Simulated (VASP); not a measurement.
A run of VASP 6.6.1:

INCAR

```
PREC = Accurate
ENCUT = 520
EDIFF = 1E-6
ISMEAR = 0
SIGMA = 0.05
LREAL = False
LASPH = True
NELM = 80
ALGO = Normal
ISIF = 2
LWAVE = False
LCHARG = False
GGA = PS
NBANDS = 31
```

File KPOINTS:

```
regular mesh
0
Gamma
  6 6 8
```

Contents of POSCAR:

```
HfO2
1.0
    4.8307835077      0.0000000000      0.0000000000
    0.0000000000      4.8307835077      0.0000000000
    0.0000000000      0.0000000000      3.2101828971
Hf O
2 4
Direct
    0.0000000000      0.0000000000     -0.0464771026
    0.5000000000      0.5000000000      0.5464771026
    0.1384527705      0.7484870443      0.4824506977
    0.3615472295      0.2484870443      0.0175493023
    0.6384527705      0.7515129557      0.0175493023
    0.8615472295      0.2515129557      0.4824506977
```

Potentials or basis: VASP PAW PBE potentials, release 64 (Hf_pv, O).

Command:

```sh
$ cat potpaw_PBE.64/Hf_pv/POTCAR potpaw_PBE.64/O/POTCAR > POTCAR
$ mpirun -np 1 vasp_std > vasp.out
```

Hardware: 1 thread of AMD EPYC 7R13 Processor (Zen 3) (shared host).

Q: Estimate the wall time of this run.

A: Wall time 100 s on 1 thread of AMD EPYC 7R13 Processor (Zen 3), with other jobs on the host, peak memory 0.25 GiB. Counts: scf iterations 14, k points 80.
